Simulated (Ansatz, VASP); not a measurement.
# Two plane-wave programs on AlP

File INCAR:

```
SYSTEM = AlP
PREC     = Accurate       ! precision mode
ENCUT    = 500            ! plane-wave cutoff, eV
EDIFF    = 1E-6           ! SCF threshold, eV
ISMEAR   = 0              ! smearing method
SIGMA    = 0.05           ! smearing width, eV
LREAL    = .FALSE.        ! projectors in reciprocal space
LASPH    = .TRUE.         ! aspherical terms in the spheres
NELM     = 120            ! most SCF steps
ALGO     = Normal         ! electronic algorithm
ISIF     = 2              ! what is computed and relaxed
LWAVE    = .FALSE.        ! write WAVECAR
LCHARG   = .TRUE.         ! write CHGCAR
GGA      = PE             ! functional
LELF     = .TRUE.         ! ELF
LVHAR    = .TRUE.       
NBANDS   = 26             ! bands
GGA_COMPAT= .FALSE.
```

KPOINTS

```
regular mesh
0
G
  6 6 6
  0 0 0
```

POSCAR

```
AlP
1.0
    5.5068011467      0.0000000000      0.0000000000
    0.0000000000     -5.5068011467      0.0000000000
    0.0000000000      0.0000000000     -5.5068011467
Al P
4 4
Direct
    0.0000000000      0.0000000000      0.0000000000
    0.5000000000      0.5000000000      0.0000000000
    0.5000000000      0.0000000000      0.5000000000
    0.0000000000      0.5000000000      0.5000000000
    0.7500000000      0.7500000000      0.7500000000
    0.2500000000      0.2500000000      0.7500000000
    0.2500000000      0.7500000000      0.2500000000
    0.7500000000      0.2500000000      0.2500000000
```

Input for Ansatz:

```yaml
crystal:
  lattice:
    - [5.5068011467, 0.0, 0.0]
    - [0.0, -5.5068011467, 0.0]
    - [0.0, 0.0, -5.5068011467]
  atoms:
    - { symbol: Al, position: [0.0, 0.0, 0.0] }
    - { symbol: Al, position: [0.5, 0.5, 0.0] }
    - { symbol: Al, position: [0.5, 0.0, 0.5] }
    - { symbol: Al, position: [0.0, 0.5, 0.5] }
    - { symbol: P, position: [0.75, 0.75, 0.75] }
    - { symbol: P, position: [0.25, 0.25, 0.75] }
    - { symbol: P, position: [0.25, 0.75, 0.25] }
    - { symbol: P, position: [0.75, 0.25, 0.25] }
basis:
  ecutwfc: 420
kpoints:
  mp_grid: { grid: [6, 6, 6] }
hamiltonian:
  xc: pbe
scf:
  occupations: { method: gaussian, width: 0.05 }
output:
  forces: true
  stress: true
  eigenvalues: true
```

Alike in both runs: task single point; functional PBE; k mesh 6 × 6 × 6; occupations gaussian, width 0.05 eV; no spin polarisation.

|  | VASP | Ansatz |
| --- | --- | --- |
| version | VASP 6.6.1 | Ansatz 0.2.0 |
| potentials or method | VASP PAW PBE potentials, release 64 (Al, P), cutoff 500 eV | scalar-relativistic, plane waves, PAW |
| valence electrons in the cell | 32 | 32 |

VASP gave:

| Quantity | Value |
| --- | --- |
| gap on the k mesh at the Fermi level (eV) | 1.63 |
| least direct gap on the mesh (eV) | 1.63 |
| pressure (GPa) | -0.1 |

Question: What did Ansatz give for the same quantities?

Answer: gap on the k mesh at the Fermi level (eV): 1.63; least direct gap on the mesh (eV): 1.63; pressure (GPa): 0.0.
